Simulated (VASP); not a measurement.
# Y7TiN8 (Fm-3m) in VASP: further runs, part 2 of 2

VASP 6.6.1. The steps go on from the part before.

## (3) Single point, PBEsol+U, collinear spin

INCAR

```
SYSTEM = Y7TiN8
PREC = Accurate
ENCUT = 520
EDIFF = 1E-6
ISMEAR = 0
SIGMA = 0.05
LREAL = Auto
LASPH = .True.
NELM = 150
ALGO = Normal
ISIF = 2
LWAVE = .False.
LCHARG = .False.
ISPIN = 2
MAGMOM = 0.84 0 0 0 0 0 0 0.01 0 -0.02 -0.02 -0.03 -0.03 -0.02 -0.02 0
LORBIT = 11
LMAXMIX = 4
LDAU = .True.
LDAUTYPE = 2
LDAUL = 2 -1 -1
LDAUU = 5 0 0
LDAUJ = 0 0 0
LDAUPRINT = 1
GGA = PS
NBANDS = 82
```

KPOINTS

```
regular mesh
0
Gamma
  3 3 3
  0 0 0
```

POSCAR

```
Y7TiN8
1.0
    0.0000000000      4.8935000000      4.8935000000
    4.8935000000      0.0000000000      4.8935000000
    4.8935000000      4.8935000000      0.0000000000
Ti Y N
1 7 8
Direct
    0.2500000000      0.2500000000      0.2500000000
    0.2500000000      0.2500000000      0.7500000000
    0.2500000000      0.7500000000      0.2500000000
    0.2500000000      0.7500000000      0.7500000000
    0.7500000000      0.2500000000      0.2500000000
    0.7500000000      0.2500000000      0.7500000000
    0.7500000000      0.7500000000      0.2500000000
    0.7500000000      0.7500000000      0.7500000000
    1.0000000000      1.0000000000      1.0000000000
    0.0105997846      0.0105997846      0.4894002154
    0.0105997846      0.4894002154      0.0105997846
    0.0105997846      0.4894002154      0.4894002154
    0.4894002154      0.0105997846      0.0105997846
    0.4894002154      0.0105997846      0.4894002154
    0.4894002154      0.4894002154      0.0105997846
    0.5000000000      0.5000000000      0.5000000000
```

Potentials or basis: VASP PAW PBE potentials, release 64 (Ti_sv, Y_sv, N).

The run is started by

```
> cat potpaw_PBE.64/Ti_sv/POTCAR potpaw_PBE.64/Y_sv/POTCAR potpaw_PBE.64/N/POTCAR > POTCAR
> mpirun -np 1 vasp_std > vasp.out
```

OUTCAR:

```text
SYSTEM = Y7TiN8
   PREC = Accurate
   ENCUT = 520
   EDIFF = 1E-6
   ISMEAR = 0
   LREAL = Auto
   LASPH = .True.
   NELM = 150
   ISIF = 2
   ISPIN = 2
   LORBIT = 11
   GGA = PS

 ion  position               nearest neighbor table
   1  0.250  0.250  0.250-  10 2.34  11 2.34  12 2.34  13 2.34  14 2.34  15 2.34   2 3.46   3 3.46
                             5 3.46   2 3.46   4 3.46   6 3.46   3 3.46   4 3.46   7 3.46   5 3.46
   2  0.250  0.250  0.750-   9 2.45  16 2.45  12 2.45  13 2.45  14 2.45  11 2.45   1 3.46   4 3.46
                             6 3.46   1 3.46   3 3.46   5 3.46   3 3.46   4 3.46   8 3.46   5 3.46
   3  0.250  0.750  0.250-   9 2.45  16 2.45  12 2.45  13 2.45  15 2.45  10 2.45   1 3.46   4 3.46
                             7 3.46   2 3.46   4 3.46   8 3.46   1 3.46   2 3.46   5 3.46   5 3.46
   4  0.250  0.750  0.750-   9 2.45  16 2.45  11 2.45  14 2.45  15 2.45  10 2.45   2 3.46   3 3.46
                             8 3.46   1 3.46   3 3.46   7 3.46   1 3.46   2 3.46   6 3.46   6 3.46
   5  0.750  0.250  0.250-   9 2.45  16 2.45  11 2.45  14 2.45  15 2.45  10 2.45   1 3.46   6 3.46
                             7 3.46   2 3.46   6 3.46   8 3.46   3 3.46   7 3.46   8 3.46   1 3.46
   6  0.750  0.250  0.750-   9 2.45  16 2.45  12 2.45  13 2.45  15 2.45  10 2.45   2 3.46   5 3.46
                             8 3.46   1 3.46   5 3.46   7 3.46   4 3.46   7 3.46   8 3.46   1 3.46
   7  0.750  0.750  0.250-   9 2.45  16 2.45  12 2.45  13 2.45  14 2.45  11 2.45   3 3.46   5 3.46
                             8 3.46   4 3.46   6 3.46   8 3.46   1 3.46   5 3.46   6 3.46   1 3.46
   8  0.750  0.750  0.750-  10 2.55  11 2.55  12 2.55  13 2.55  14 2.55  15 2.55   4 3.46   6 3.46
                             7 3.46   3 3.46   5 3.46   7 3.46   2 3.46   5 3.46   6 3.46   2 3.46
   9  0.000  0.000  0.000-   2 2.45   3 2.45   4 2.45   5 2.45   6 2.45   7 2.45
  10  0.011  0.011  0.489-   1 2.34   3 2.45   4 2.45   5 2.45   6 2.45   8 2.55
  11  0.011  0.489  0.011-   1 2.34   2 2.45   4 2.45   5 2.45   7 2.45   8 2.55
  12  0.011  0.489  0.489-   1 2.34   2 2.45   3 2.45   6 2.45   7 2.45   8 2.55
  13  0.489  0.011  0.011-   1 2.34   2 2.45   3 2.45   6 2.45   7 2.45   8 2.55
[... 744 lines left out ...]
      6     -36.3145      1.00000
[... 463 lines left out ...]
     75       8.1933      0.00000
     76       8.3457      0.00000
 [bands above 76 left out]

------------------------ aborting loop because EDIFF is reached ----------------------------------------

  FORCE on cell =-STRESS in cart. coord.  units (eV):
  Direction    XX          YY          ZZ          XY          YZ          ZX
  --------------------------------------------------------------------------------------
  -------------------------------------------------------------------------------------
  Total      -16.5771112    -16.5781770    -16.5781770      0.0000000      0.0000000      0.0000000
  in kB     -113.3262868   -113.3335728   -113.3335728      0.0000000      0.0000000      0.0000000
  external PRESSURE =    -113.3311442 kB  Pullay stress =       0.0000000 kB

 VOLUME and BASIS-vectors are now :
 -----------------------------------------------------------------------------
  energy-cutoff  :      520.00
  volume of cell :      234.36
      direct lattice vectors                 reciprocal lattice vectors
     0.000000000  4.893500000  4.893500000    -0.102176356  0.102176356  0.102176356
     4.893500000  0.000000000  4.893500000     0.102176356 -0.102176356  0.102176356
     4.893500000  4.893500000  0.000000000     0.102176356  0.102176356 -0.102176356

 POSITION                                       TOTAL-FORCE (eV/Angst)
 -----------------------------------------------------------------------------------
      2.44675      2.44675      2.44675        -0.000000      0.000000     -0.000000
      4.89350      4.89350      2.44675        -0.000000      0.000000     -0.000000
      4.89350      2.44675      4.89350        -0.000000      0.000000     -0.000000
      7.34025      4.89350      4.89350        -0.000000      0.000000     -0.000000
      2.44675      4.89350      4.89350        -0.000000      0.000000     -0.000000
      4.89350      7.34025      4.89350        -0.000000      0.000000     -0.000000
[... 8 lines left out ...]
      2.44675      2.44675      4.78976        -0.000000      0.000000      0.016683
      4.89350      4.89350      4.89350        -0.000000      0.000000     -0.000000
 -----------------------------------------------------------------------------------
    total drift:                                0.000000      0.000000      0.000000

  FREE ENERGIE OF THE ION-ELECTRON SYSTEM (eV)
  ---------------------------------------------------
  free  energy   TOTEN  =      -149.6943097222 eV

  energy  without entropy=     -149.6885204746  energy(sigma->0) =     -149.69141510

 total charge

# of ion       s       p       d       f       tot
--------------------------------------------------
    1        2.164   6.144   1.477   0.000   9.785
    2        2.191   6.521   1.076   0.093   9.881
    3        2.191   6.521   1.076   0.093   9.881
    4        2.191   6.521   1.076   0.093   9.881
    5        2.191   6.521   1.076   0.093   9.881
    6        2.191   6.521   1.076   0.093   9.881
[... 8 lines left out ...]
   15        1.237   2.369   0.000   0.000   3.606
   16        1.237   2.394   0.000   0.000   3.632
--------------------------------------------------
tot         27.381  70.677   8.943   0.624 107.626

 magnetization (x)

# of ion       s       p       d       f       tot
--------------------------------------------------
    1        0.003   0.002   0.181   0.000   0.186
    2        0.000  -0.000   0.010   0.001   0.010
    3        0.000  -0.000   0.010   0.001   0.010
    4        0.000  -0.000   0.010   0.001   0.010
    5        0.000  -0.000   0.010   0.001   0.010
    6        0.000  -0.000   0.010   0.001   0.010
[... 8 lines left out ...]
   15       -0.000  -0.008   0.000   0.000  -0.009
   16        0.000   0.008   0.000   0.000   0.008
--------------------------------------------------
tot          0.002  -0.033   0.267   0.004   0.239
```

Wall time 24 min (1 thread of Intel Xeon Platinum 8488C (Sapphire Rapids), shared host); peak memory 0.63 GiB.

Results:

- Free energy: -149.6943 eV
- Pressure: -11.3 GPa
- Largest force: 0.017 eV/Å
- Net moment: 0.33 μB per cell
- Site moments: Ti +0.19; Y +0.01, +0.03 (each value once); N +0.01, -0.01 (each value once) μB
- Valence electrons inside the program's atomic spheres: Ti 9.79; Y 9.88, 9.66 (each value once); N 3.63, 3.61 (each value once)

Forces in eV/Å, atoms in the order of the input:
```
Ti   0.000  0.000  0.000
Y    0.000  0.000  0.000
Y    0.000  0.000  0.000
Y    0.000  0.000  0.000
Y    0.000  0.000  0.000
Y    0.000  0.000  0.000
Y    0.000  0.000  0.000
Y    0.000  0.000  0.000
N    0.000  0.000  0.000
N    0.000  0.000 -0.017
N    0.000 -0.017  0.000
N    0.017  0.000  0.000
N   -0.017  0.000  0.000
N    0.000  0.017  0.000
N    0.000  0.000  0.017
N    0.000  0.000  0.000
```

Levels at points of the mesh, in eV from the Fermi level:
Spin up:
```csv
k point,band 63,band 64,band 65,band 66,band 67,band 68
"(0.00, 0.00, 0.00)",-1.19,-1.19,-1.16,-1.16,-1.16,1.09
```
Spin down:
| k point | band 62 | band 63 | band 64 | band 65 | band 66 | band 67 |
| --- | --- | --- | --- | --- | --- | --- |
| (0.00, 0.00, 0.00) | -1.16 | -1.16 | -1.16 | -1.09 | -1.09 | -1.09 |

Eigenvalues of the final occupation matrices:
| site | spin | trace | eigenvalues |
| --- | --- | --- | --- |
| site 1 d | 1 | 0.84 | 0.15 0.15 0.15 0.20 0.20 |
| site 1 d | 2 | 0.66 | 0.09 0.09 0.09 0.19 0.19 |

Caveat: the k points lie up to 0.37 Å⁻¹ apart; the PAW data sets were made with another functional, which shifts forces and pressure a little.
